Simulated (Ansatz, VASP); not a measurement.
# Two plane-wave programs on SnH

```
Sn H
1.0
     3.04878    0.00000    0.00000
     0.00000    3.04878    0.00000
     0.00000    0.00000    3.36602
Sn H
1 1
Direct
  0.00000 0.00000 0.00000
  0.50000 0.50000 0.50000
```

Change from the starting cell: species swapped into the TiHg type (P4/mmm, No. 123).

Alike in both runs: functional PBE; k mesh 6 × 6 × 4; occupations gaussian, width 0.1 eV; no spin polarisation.

Ansatz relaxed the structure, and its values are those at the end. VASP's run is a single point on that final structure, the one shown.

|  | VASP | Ansatz |
| --- | --- | --- |
| version | VASP 6.6.1 | Ansatz 0.2.0 |
| potentials or method | VASP PAW PBE potentials, release 64 (Sn_d, H), cutoff 520 eV | scalar-relativistic, plane waves, PAW |
| valence electrons in the cell | 15 | 15 |

|  | VASP | Ansatz | Ansatz less VASP |
| --- | --- | --- | --- |
| gap on the k mesh at the Fermi level (eV) | none | none | - |
| pressure (GPa) | -0.1 | 0.0 | +0.09 |

A gap of «none» marks a metal or a gap that the smearing closes.

The k mesh is coarse, so the values compare programs but aren't converged.
